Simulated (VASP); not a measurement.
A run of VASP 6.6.1 is set up as follows.

The input INCAR:

```
  PREC = Accurate
  ENCUT = 570
  EDIFF = 1E-6
  ISMEAR = -1
  SIGMA = 0.08
  LREAL = False
  LASPH = True
  NELM = 120
  ALGO = Normal
  ISIF = 2
  LWAVE = False
  LCHARG = False
  GGA = CA
  NBANDS = 25
  GGA_COMPAT = False
```

File KPOINTS:

```
regular mesh
0
Gamma
  16 16 9
```

POSCAR

```
Pt
1.0
    2.3082591831      0.0000000000      0.0000000000
   -1.1541295916      1.9990110911      0.0000000000
    0.0000000000      0.0000000000      3.8644916268
Pt
2
Direct
    0.3333333333      0.6666666667      0.2500000000
    0.6666666667      0.3333333333      0.7500000000
```

Potentials or basis: VASP PAW LDA potentials, release 64 (Pt_sv_GW).

Launch:

```bash
$ cat potpaw_LDA.64/Pt_sv_GW/POTCAR > POTCAR
$ mpirun -np 1 vasp_std > vasp.out
```

Question: What does it give for the pressure?

Answer: 563.2 GPa.

Question: Estimate the band gap on the k mesh.

Answer: Zero (bands 18 and 19 overlap by 3.18 eV).

Stress tensor (GPa, compression positive):
```
563.68   0.00   0.00
  0.00 563.68   0.00
  0.00   0.00 562.36
```

Caveat: the cell stands under pressure; spin-orbit coupling is left out, which moves the levels of the heavy elements.
